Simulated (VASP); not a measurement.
# Rb (I4/mmm) in VASP: a series of runs, part 2 of 2

VASP 6.6.1. The steps go on from the part before.

### 4 Single point, PBEsol (strain +0.040 along x and y, +0.000 along z)

Input file INCAR:

```
ALGO = Fast
EDIFF = 1E-6
ENCUT = 520
GGA = PS
ISIF = 2
ISMEAR = 0
LASPH = T
LCHARG = T
LELF = T
LREAL = F
LVHAR = T
LWAVE = F
NBANDS = 10
NELM = 100
PREC = Accurate
SIGMA = 0.15
```

Input file KPOINTS:

```
k-points
0
Gamma
  12 12 12
```

Input file POSCAR:

```
Rb
1.0
   -2.9182400000      2.9182400000      2.8060000000
    2.9182400000     -2.9182400000      2.8060000000
    2.9182400000      2.9182400000     -2.8060000000
Rb
1
Direct
    0.0000000000      0.0000000000      0.0000000000
```

Potentials or basis: VASP PAW PBE potentials, release 64 (Rb_sv).

Launch:

```sh
> cat potpaw_PBE.64/Rb_sv/POTCAR > POTCAR
> mpirun -np 1 vasp_std > vasp.out
```

OUTCAR:

```text
EDIFF = 1E-6
   ENCUT = 520
   GGA = PS
   ISIF = 2
   ISMEAR = 0
   LASPH = T
   LREAL = F
   NELM = 100
   PREC = Accurate

 ion  position               nearest neighbor table
   1  0.000  0.000  0.000-

  LATTYP: Found a body centered tetragonal cell.
 ALAT       =     5.8364800000
 C/A-ratio  =     0.9615384615

  Lattice vectors:

 A1 = (  -2.9182400000,   2.9182400000,   2.8060000000)
 A2 = (   2.9182400000,  -2.9182400000,   2.8060000000)
 A3 = (   2.9182400000,   2.9182400000,  -2.8060000000)

[... 492 lines left out ...]

 [... further k-points ...]

------------------------ aborting loop because EDIFF is reached ----------------------------------------

  FORCE on cell =-STRESS in cart. coord.  units (eV):
  Direction    XX          YY          ZZ          XY          YZ          ZX
  --------------------------------------------------------------------------------------
  -------------------------------------------------------------------------------------
  Total       -0.1484241     -0.1484241     -0.1423331      0.0000000      0.0000000     -0.0000000
  in kB       -2.4878563     -2.4878563     -2.3857607      0.0000000      0.0000000     -0.0000000
  external PRESSURE =      -2.4538245 kB  Pullay stress =       0.0000000 kB

 VOLUME and BASIS-vectors are now :
 -----------------------------------------------------------------------------
  energy-cutoff  :      520.00
  volume of cell :       95.58
      direct lattice vectors                 reciprocal lattice vectors
    -2.918240000  2.918240000  2.806000000     0.000000000  0.171336148  0.178189594
     2.918240000 -2.918240000  2.806000000     0.171336148  0.000000000  0.178189594
     2.918240000  2.918240000 -2.806000000     0.171336148  0.171336148  0.000000000

 POSITION                                       TOTAL-FORCE (eV/Angst)
 -----------------------------------------------------------------------------------
      0.00000      0.00000      0.00000         0.000000      0.000000      0.000000
 -----------------------------------------------------------------------------------
    total drift:                               -0.000000      0.000000     -0.000000

  FREE ENERGIE OF THE ION-ELECTRON SYSTEM (eV)
  ---------------------------------------------------
  free  energy   TOTEN  =        -1.0216120014 eV

  energy  without entropy=       -1.0104140662  energy(sigma->0) =       -1.01601303
```

stdout:

```text
POSCAR found type information on POSCAR Rb
 POSCAR found :  1 types and       1 ions
 scaLAPACK will be used
 -----------------------------------------------------------------------------
|                                                                             |
|                                                                             |
|     You enforced a specific xc type in the INCAR file but a different       |
|     I HOPE YOU KNOW WHAT YOU ARE DOING!                                     |
|                                                                             |
 -----------------------------------------------------------------------------

 LDA part: xc-table for (Slater+PW92), standard interpolation
 POSCAR, INCAR and KPOINTS ok, starting setup
 FFT: planning ... GRIDC
 FFT: planning ... GRID_SOFT
 FFT: planning ... GRID
 WAVECAR not read
 entering main loop
WARNING in EDDRMM: call to ZHEGV failed, returncode =   6  3      5
```

Wall time 2.1 min (1 thread of Intel Xeon Platinum 8375C at 2.90GHz (Ice Lake), shared host); peak memory 0.33 GiB.

Results:

- Free energy: -1.0216 eV
- Pressure: -0.2 GPa

Caveat: the cell differs from its parent crystal (strain +0.040 along x and y, +0.000 along z); the PAW data sets were made with another functional, which shifts forces and pressure a little.

### 5 Single point, PBEsol (strain +0.080 along x and y, -0.040 along z)

Input file INCAR:

```
SYSTEM = Rb
PREC = Accurate
ENCUT = 520
EDIFF = 1E-7
ISMEAR = 0
SIGMA = 0.15
LREAL = .FALSE.
LASPH = .TRUE.
NELM = 100
ALGO = Fast
ISIF = 2
LWAVE = .FALSE.
LCHARG = .FALSE.
GGA = PS
NBANDS = 10
```

Input file KPOINTS:

```
regular mesh
0
G
  12 12 12
  0 0 0
```

Input file POSCAR:

```
Rb
1.0
   -3.0304800000      3.0304800000      2.6937600000
    3.0304800000     -3.0304800000      2.6937600000
    3.0304800000      3.0304800000     -2.6937600000
Rb
1
Direct
    0.0000000000      0.0000000000      0.0000000000
```

Launch:

```sh
> cat potpaw_PBE.64/Rb_sv/POTCAR > POTCAR
> mpirun -np 1 vasp_std > vasp.out
```

Wall time 2.4 min (1 thread of Intel Xeon Platinum 8375C at 2.90GHz (Ice Lake), shared host); peak memory 0.33 GiB.

The run converged. Its results:

- Free energy: -1.0147 eV
- Pressure: -0.3 GPa

Levels at points of the mesh, in eV from the Fermi level:
```csv
k point,band 2,band 3,band 4,band 5,band 6,band 7
"(0.00, 0.00, 0.00)",-12.96,-12.96,-12.96,-1.86,3.25,3.85
"(0.50, 0.00, 0.00)",-13.03,-12.98,-12.96,0.35,0.83,2.40
"(0.50, 0.50, 0.00)",-13.03,-12.98,-12.96,0.11,0.57,3.02
"(0.50, 0.50, 0.50)",-13.01,-13.01,-13.00,1.18,1.42,2.69
```

Caveat: the cell differs from its parent crystal (strain +0.080 along x and y, -0.040 along z); the PAW data sets were made with another functional, which shifts forces and pressure a little.

### 6 Single point, PBEsol (strain +0.080 along x and y, +0.000 along z)

Input file INCAR:

```
PREC = Accurate
ENCUT = 520
EDIFF = 1E-7
ISMEAR = 0
SIGMA = 0.15
LREAL = False
LASPH = True
NELM = 80
ALGO = Fast
ISIF = 2
LWAVE = False
LCHARG = False
GGA = PS
NBANDS = 10
```

Input file KPOINTS:

```
Automatic mesh
0
Gamma
  12 12 12
```

Input file POSCAR:

```
Rb
1.0
   -3.0304800000      3.0304800000      2.8060000000
    3.0304800000     -3.0304800000      2.8060000000
    3.0304800000      3.0304800000     -2.8060000000
Rb
1
Direct
    0.0000000000      0.0000000000      0.0000000000
```

Potentials or basis: VASP PAW PBE potentials, release 64 (Rb_sv).

Launch:

```sh
> cat potpaw_PBE.64/Rb_sv/POTCAR > POTCAR
> mpirun -np 1 vasp_std > vasp.out
```

Run time: 2.9 min. Hardware: 1 thread of Intel Xeon Platinum 8375C at 2.90GHz (Ice Lake), shared host; peak memory 0.34 GiB.

Results (log left out):

```
Free energy : -1.0068 eV
Pressure    : -0.4 GPa
```

Levels at points of the mesh, in eV from the Fermi level:
```csv
k point,band 3,band 4,band 5,band 6,band 7,band 8
"(0.00, 0.00, 0.00)",-12.99,-12.99,-1.81,3.33,3.71,3.71
"(0.50, 0.00, 0.00)",-13.01,-12.99,0.32,0.76,2.44,4.03
"(0.50, 0.50, 0.00)",-13.01,-12.99,0.16,0.61,2.83,3.87
"(0.50, 0.50, 0.50)",-13.04,-13.03,1.25,1.41,2.72,2.72
```

Caveat: the cell differs from its parent crystal (strain +0.080 along x and y, +0.000 along z); the PAW data sets were made with another functional, which shifts forces and pressure a little.

### 7 The runs side by side

| cell | gap on the mesh (eV) | pressure (GPa) |
| --- | --- | --- |
| a = 4.734 Å, angles 107.3, 107.3, 113.9°, 1 atom | none | 0.2 |
| a = 4.731 Å, angles 110.6, 110.6, 107.3°, 1 atom | none | 0.2 |
| a = 4.991 Å, angles 108.4, 108.4, 111.6°, 1 atom | none | -0.2 |
| a = 5.062 Å, angles 106.5, 106.5, 115.7°, 1 atom | none | -0.3 |
| a = 5.123 Å, angles 107.5, 107.5, 113.6°, 1 atom | none | -0.4 |

Alike in all rows: task single point; level PBEsol; potentials or basis VASP PAW PBE potentials, release 64 (Rb_sv); no spin polarisation; k mesh 12 × 12 × 12; cutoff (eV) 520; smearing gaussian 0.15 eV.

Caveats: the PAW data sets were made with another functional, which shifts forces and pressure a little.

Absolute energies hang on the potentials; compare differences alone.
